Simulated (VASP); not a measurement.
Input of a VASP 6.6.1 run:

File INCAR:

```
PREC     = Accurate       # precision mode
ENCUT    = 520            # plane-wave cutoff, eV
EDIFF    = 1E-6           # SCF threshold, eV
ISMEAR   = 0              # smearing method
SIGMA    = 0.1            # smearing width, eV
LREAL    = F              # projectors in reciprocal space
LASPH    = T              # aspherical terms in the spheres
NELM     = 80             # most SCF steps
ALGO     = Normal         # electronic algorithm
ISIF     = 2              # what is computed and relaxed
LWAVE    = F              # write WAVECAR
LCHARG   = T              # write CHGCAR
GGA      = PE             # functional
LELF     = T              # ELF
LVHAR    = T            
NBANDS   = 26             # bands
```

Contents of KPOINTS:

```
regular mesh
0
Gamma
  4 4 4
```

File POSCAR:

```
As
1.0
    4.7600000000      0.0000000000      0.0000000000
    0.0000000000      4.7600000000      0.0000000000
    0.0000000000      0.0000000000      4.7600000000
As
7
Direct
    0.5000000000      0.5000000000      0.0000000000
    0.0000000000      0.5000000000      0.5000000000
    0.5000000000      0.0000000000      0.5000000000
    0.5000000000      0.5000000000      0.5000000000
    0.5000000000      0.0000000000      0.0000000000
    0.0000000000      0.5000000000      0.0000000000
    0.0000000000      0.0000000000      0.5000000000
```

Potentials or basis: VASP PAW PBE potentials, release 64 (As).

The run is started by

```bash
$ cat potpaw_PBE.64/As/POTCAR > POTCAR
$ mpirun -np 1 vasp_std > vasp.out
```

Q: Predict the pressure.

A: 55.3 GPa.
